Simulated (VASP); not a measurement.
Write the native input for VASP 6.6.1 that does the following.

```yaml
Task: relaxation of cell and atoms
Functional: PBE
Potentials_or_basis: VASP PAW PBE potentials, release 64 (Al, O)
Cutoff: 600 eV
k_mesh: 6 × 6 × 6
Occupations: gaussian, width 0.1 eV
Spin: no spin polarisation
Dipole_correction: no
Further_INCAR_settings: ALGO = Normal; EDIFF = 1e-07; IBRION = 2; EDIFFG = -0.04; NSW = 90; ISIF = 3
```

The structure of Al2O3 lies in POSCAR:

```
Al2O3
1.0
    5.0555890303      0.0000000000      0.0000000000
   -2.5277945151      4.3782685313      0.0000000000
    0.0000000000      0.0000000000      2.5287867548
Al O
2 3
Direct
    0.3333333333      0.6666666667      0.5000000000
    0.6666666667      0.3333333333      0.5000000000
    0.5000000000      0.0000000000      0.0000000000
    0.0000000000      0.5000000000      0.0000000000
    0.5000000000      0.5000000000      0.0000000000
```

The input as run:

INCAR

```
SYSTEM = Al2O3
PREC     = Accurate       ! precision mode
ENCUT    = 600            ! plane-wave cutoff, eV
EDIFF    = 1E-7           ! SCF threshold, eV
ISMEAR   = 0              ! smearing method
SIGMA    = 0.1            ! smearing width, eV
LREAL    = .FALSE.        ! projectors in reciprocal space
LASPH    = .TRUE.         ! aspherical terms in the spheres
NELM     = 60             ! most SCF steps
ALGO     = Normal         ! electronic algorithm
ISIF     = 3              ! what is computed and relaxed
LWAVE    = .FALSE.        ! write WAVECAR
LCHARG   = .FALSE.        ! write CHGCAR
GGA      = PE             ! functional
IBRION   = 2              ! ionic algorithm
NSW      = 90             ! ionic steps
EDIFFG   = -0.04          ! ionic threshold
```

KPOINTS

```
regular mesh
0
G
  6 6 6
  0 0 0
```

Potentials or basis: VASP PAW PBE potentials, release 64 (Al, O).

Run with:

```console
$ cat potpaw_PBE.64/Al/POTCAR potpaw_PBE.64/O/POTCAR > POTCAR
$ mpirun -np 1 vasp_std > vasp.out
```

It gave:

```yaml
Pressure_after_relaxing: -0.3 GPa
Band_gap_on_the_k_mesh: 3.56 eV, indirect (least direct gap 4.19 eV)
```

Caveat: the relaxation stopped at its first step, so nothing moved.

It took 11 s on 1 thread of Intel(R) Xeon(R) 6975P-C (Granite Rapids), on a shared host, peak memory 0.18 GiB.
